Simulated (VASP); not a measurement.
# MgO (Fm-3m) in VASP: relaxation of cell and atoms with LDA

Aim: the relaxation of cell and atoms of MgO with LDA.

Program: VASP 6.6.1. These are calculated values, not measurements. Logs are shortened: lines on timing, memory, paths and dates and some standing lists are left out, and cuts for length are marked.

## (1) The cell of the first run

The structure is cubic, space group Fm-3m (No. 225). The conventional cell has a = 4.163 Å, b = 4.163 Å, c = 4.163 Å, α = 90.00°, β = 90.00°, γ = 90.00°. Within 2.8 Å of Mg (site symmetry m-3m) lie 6 O at 2.08 Å. Within 2.8 Å of O (site symmetry m-3m) lie 6 Mg at 2.08 Å.

## (2) Relaxation of cell and atoms, LDA

INCAR reads:

```
ALGO = Normal
EDIFF = 1E-7
EDIFFG = -0.002
ENCUT = 840
GGA = CA
GGA_COMPAT = False
IBRION = 2
ISIF = 3
ISMEAR = 0
LASPH = True
LCHARG = False
LREAL = False
LWAVE = False
NELM = 120
NELMIN = 4
NSW = 100
PREC = Accurate
SIGMA = 0.02
```

KPOINTS reads:

```
k-points
0
Gamma
  10 10 10
```

POSCAR reads:

```
MgO
1.0
    0.0000000000      2.0816499862      2.0816499862
    2.0816499862      0.0000000000      2.0816499862
    2.0816499862      2.0816499862      0.0000000000
Mg O
1 1
Direct
    0.0000000000      0.0000000000      0.0000000000
    0.5000000000      0.5000000000      0.5000000000
```

Potentials or basis: VASP PAW LDA potentials, release 64 (Mg_sv, O).

Started as:

```console
$ cat potpaw_LDA.64/Mg_sv/POTCAR potpaw_LDA.64/O/POTCAR > POTCAR
$ mpirun -np 1 vasp_std > vasp.out
```

OUTCAR:

```text
EDIFF = 1E-7
   EDIFFG = -0.002
   ENCUT = 840
   GGA = CA
   IBRION = 2
   ISIF = 3
   ISMEAR = 0
   LASPH = True
   LREAL = False
   NELM = 120
   NELMIN = 4
   NSW = 100
   PREC = Accurate

 ion  position               nearest neighbor table
   1  0.000  0.000  0.000-   2 2.08   2 2.08   2 2.08   2 2.08   2 2.08   2 2.08
   2  0.500  0.500  0.500-   1 2.08   1 2.08   1 2.08   1 2.08   1 2.08   1 2.08

  LATTYP: Found a face centered cubic cell.
 ALAT       =     4.1632999724

  Lattice vectors:

 A1 = (   0.0000000000,   2.0816499862,   2.0816499862)
 A2 = (   2.0816499862,   0.0000000000,   2.0816499862)
 A3 = (   2.0816499862,   2.0816499862,   0.0000000000)

Analysis of symmetry for initial positions (statically):
=====================================================================
 Subroutine PRICEL returns:
 Original cell was already a primitive cell.

 Routine SETGRP: Setting up the symmetry group for a
 face centered cubic supercell.

 Subroutine GETGRP returns: Found 48 space group operations
 (whereof 48 operations were pure point group operations)
 out of a pool of 48 trial point group operations.

The static configuration has the point symmetry O_h .

Analysis of symmetry for dynamics (positions and initial velocities):
=====================================================================
 Subroutine PRICEL returns:
 Original cell was already a primitive cell.

 Routine SETGRP: Setting up the symmetry group for a
 face centered cubic supercell.

 Subroutine GETGRP returns: Found 48 space group operations
 (whereof 48 operations were pure point group operations)
 out of a pool of 48 trial point group operations.

The dynamic configuration has the point symmetry O_h .

 Subroutine INISYM returns: Found 48 space group operations
 (whereof 48 operations are pure point group operations),
 and found     1 'primitive' translations

----------------------------------------------------------------------------------------

                                     Primitive cell

  volume of cell :      18.0407

  direct lattice vectors                    reciprocal lattice vectors
     0.000000000  2.081649986  2.081649986    -0.240194078  0.240194078  0.240194078
     2.081649986  0.000000000  2.081649986     0.240194078 -0.240194078  0.240194078
     2.081649986  2.081649986  0.000000000     0.240194078  0.240194078 -0.240194078

  length of vectors
     2.943897643  2.943897643  2.943897643     0.416028347  0.416028347  0.416028347

  position of ions in fractional coordinates (direct lattice)
     0.000000000  0.000000000  0.000000000
     0.500000000  0.500000000  0.500000000

  ion indices of the primitive-cell ions
   primitive index   ion index
                 1           1
                 2           2

----------------------------------------------------------------------------------------

 KPOINTS: k-points

Automatic generation of k-mesh.
 Grid dimensions read from file:
 generate k-points for:   10   10   10

 Generating k-lattice:

  Cartesian coordinates                     Fractional coordinates (reciprocal lattice)
    -0.024019408  0.024019408  0.024019408     0.100000000  0.000000000  0.000000000
     0.024019408 -0.024019408  0.024019408     0.000000000  0.100000000  0.000000000
     0.024019408  0.024019408 -0.024019408     0.000000000  0.000000000  0.100000000

  Length of vectors
     0.041602835  0.041602835  0.041602835

  Shift w.r.t. Gamma in fractional coordinates (k-lattice)
     0.000000000  0.000000000  0.000000000

 Subroutine IBZKPT returns following result:
 ===========================================

 Found     47 irreducible k-points:
[... 58 lines left out ...]
   NUPDOWN=      -1.0000    fix difference up-down
   EMIN   =  10.00;   EMAX   =-10.00  energy-range for DOS
   EFERMI =   0.00;   METHOD = LEGACY
   ISMEAR =     0;   SIGMA  =   0.02  broadening in eV -4-tet -1-fermi 0-gaus
   EFERMI_NEDOS =   21; number of points for ismear=-14 and -15
   IALGO  =     38    algorithm
   IMIX   =      4    mixing-type and parameters
     AMIX     =   0.40;   BMIX     =  1.00
     AMIX_MAG =   1.60;   BMIX_MAG =  1.00
  volume/ion in A,a.u.               =       9.02        60.87
  Fermi-wavevector in a.u.,A,eV,Ry     =   1.572886  2.972323 33.660390  2.473969
  Thomas-Fermi vector in A             =   2.674253
   LORBIT       =      0    0 simple, 1 ext, 2 COOP (PROOUT), +10 PAW based schemes
   GGA     = CA    functional components
   LHFCALC =     F    Hartree Fock is set to
   AEXX    =    0.0000 exact exchange contribution
   IVDW    =     0    specifies the selected vdW correction
   LEPSILON=     F    determine dielectric tensor
   LRPA    =     F    only Hartree local field effects (RPA)
 conjugate gradient relaxation of ions
 non-spin polarized calculation
 Gauss-broadening in eV      SIGMA  =   0.02
  energy-cutoff  :      840.00
  volume of cell :       18.04
 maximum number of plane-waves:      1010
   NGX = 13   NGY = 13   NGZ = 13

--------------------------------------- Ionic step        1  -------------------------------------------

 number of electron      15.9999996 magnetization

 Free energy of the ion-electron system (eV)
  ---------------------------------------------------
  ext. energy  EPLUGINS =         0.00000000
  ---------------------------------------------------
  free energy    TOTEN  =       -13.23365813 eV

  energy without entropy =      -13.23365813  energy(sigma->0) =      -13.23365813

------------------------ aborting loop because EDIFF is reached ----------------------------------------

  FORCE on cell =-STRESS in cart. coord.  units (eV):
  Direction    XX          YY          ZZ          XY          YZ          ZX
  --------------------------------------------------------------------------------------
  -------------------------------------------------------------------------------------
  Total        0.0116048      0.0116048      0.0116048     -0.0000000     -0.0000000      0.0000000
  in kB        1.0306145      1.0306145      1.0306145     -0.0000000     -0.0000000      0.0000000
  external PRESSURE =       1.0306145 kB  Pullay stress =       0.0000000 kB

 VOLUME and BASIS-vectors are now :
 -----------------------------------------------------------------------------
  energy-cutoff  :      840.00
  volume of cell :       18.04
      direct lattice vectors                 reciprocal lattice vectors
     0.000000000  2.081649986  2.081649986    -0.240194078  0.240194078  0.240194078
     2.081649986  0.000000000  2.081649986     0.240194078 -0.240194078  0.240194078
     2.081649986  2.081649986  0.000000000     0.240194078  0.240194078 -0.240194078

 POSITION                                       TOTAL-FORCE (eV/Angst)
 -----------------------------------------------------------------------------------
      0.00000      0.00000      0.00000         0.000000     -0.000000     -0.000000
      2.08165      2.08165      2.08165        -0.000000      0.000000      0.000000
 -----------------------------------------------------------------------------------
    total drift:                                0.000000      0.000000      0.000000

  FREE ENERGIE OF THE ION-ELECTRON SYSTEM (eV)
  ---------------------------------------------------
  free  energy   TOTEN  =       -13.2336581301 eV

  energy  without entropy=      -13.2336581301  energy(sigma->0) =      -13.23365813

--------------------------------------- Ionic step        2  -------------------------------------------

 number of electron      15.9999996 magnetization

 Free energy of the ion-electron system (eV)
  ---------------------------------------------------
  ext. energy  EPLUGINS =         0.00000000
  ---------------------------------------------------
  free energy    TOTEN  =       -13.23366573 eV

  energy without entropy =      -13.23366573  energy(sigma->0) =      -13.23366573

 E-fermi :   3.0654     XC(G=0): -12.1106

 val. band max:        2.8313572362   @ k =   0.0000   0.0000   0.0000
 cond. band min:       7.8382448653   @ k =   0.0000   0.0000   0.0000
 fundamental gap:      5.0068876291
 Fermi energy:         3.0654371309

 k-point     1 :       0.0000    0.0000    0.0000
  band No.  band energies     occupation
      1     -68.3944      2.00000
      2     -35.8515      2.00000
      3     -35.8515      2.00000
      4     -35.8515      2.00000
      5     -14.3337      2.00000
      6       2.8314      2.00000
      7       2.8314      2.00000
      8       2.8314      2.00000
      9       7.8382      0.00000
     10      18.5469      0.00000
     11      18.5469      0.00000
     12      18.5469      0.00000
[... 331 lines left out ...]
 k-point    24 :       0.4000    0.3000    0.0000
  band No.  band energies     occupation
      1     -68.3827      2.00000
      2     -35.9251      2.00000
      3     -35.8809      2.00000
      4     -35.8779      2.00000
      5     -12.9498      2.00000
      6      -0.8931      2.00000
      7       1.4585      2.00000
      8       1.6910      2.00000
      9      12.5211      0.00000
     10      12.9539      0.00000
     11      16.5332      0.00000
     12      21.1476      0.00000

 [... further k-points ...]

------------------------ aborting loop because EDIFF is reached ----------------------------------------

  FORCE on cell =-STRESS in cart. coord.  units (eV):
  Direction    XX          YY          ZZ          XY          YZ          ZX
  --------------------------------------------------------------------------------------
  -------------------------------------------------------------------------------------
  Total        0.0034232      0.0034232      0.0034232     -0.0000000      0.0000000      0.0000000
  in kB        0.3037590      0.3037590      0.3037590     -0.0000000      0.0000000      0.0000000
  external PRESSURE =       0.3037590 kB  Pullay stress =       0.0000000 kB

 VOLUME and BASIS-vectors are now :
 -----------------------------------------------------------------------------
  energy-cutoff  :      840.00
  volume of cell :       18.06
      direct lattice vectors                 reciprocal lattice vectors
    -0.000000000  2.082232690  2.082232690    -0.240126861  0.240126861  0.240126861
     2.082232690 -0.000000000  2.082232690     0.240126861 -0.240126861  0.240126861
     2.082232690  2.082232690  0.000000000     0.240126861  0.240126861 -0.240126861

 POSITION                                       TOTAL-FORCE (eV/Angst)
 -----------------------------------------------------------------------------------
      2.08223      4.16447      2.08223         0.000000     -0.000000     -0.000000
      2.08223      2.08223      2.08223        -0.000000      0.000000      0.000000
 -----------------------------------------------------------------------------------
    total drift:                                0.000000      0.000000      0.000000

  FREE ENERGIE OF THE ION-ELECTRON SYSTEM (eV)
  ---------------------------------------------------
  free  energy   TOTEN  =       -13.2336657269 eV

  energy  without entropy=      -13.2336657269  energy(sigma->0) =      -13.23366573

 reached required accuracy - stopping structural energy minimisation
```

Wall time 19 s (1 thread of AMD EPYC 7R13 (Zen 3), shared host); peak memory 0.12 GiB.

What came out:

```
Free energy                           : -13.2337 eV
Relaxed volume                        : 9.03 Å³/atom
Relaxed cell                          : a = 2.945 Å, b = 2.945 Å, c = 2.945 Å, α = 60.00°, β = 60.00°, γ = 60.00°
Space group after relaxing (to 0.1 Å) : Fm-3m (No. 225)
Energy gained by relaxing             : 0.0 meV/atom
Ionic steps                           : 2
Pressure after relaxing               : 0.0 GPa
Band gap on the k mesh                : 5.01 eV
```

Final structure:
```
CELL_PARAMETERS angstrom
0.00000 2.08223 2.08223
2.08223 0.00000 2.08223
2.08223 2.08223 0.00000
ATOMIC_POSITIONS crystal
Mg 0.00000 0.00000 0.00000
O 0.50000 0.50000 0.50000
```
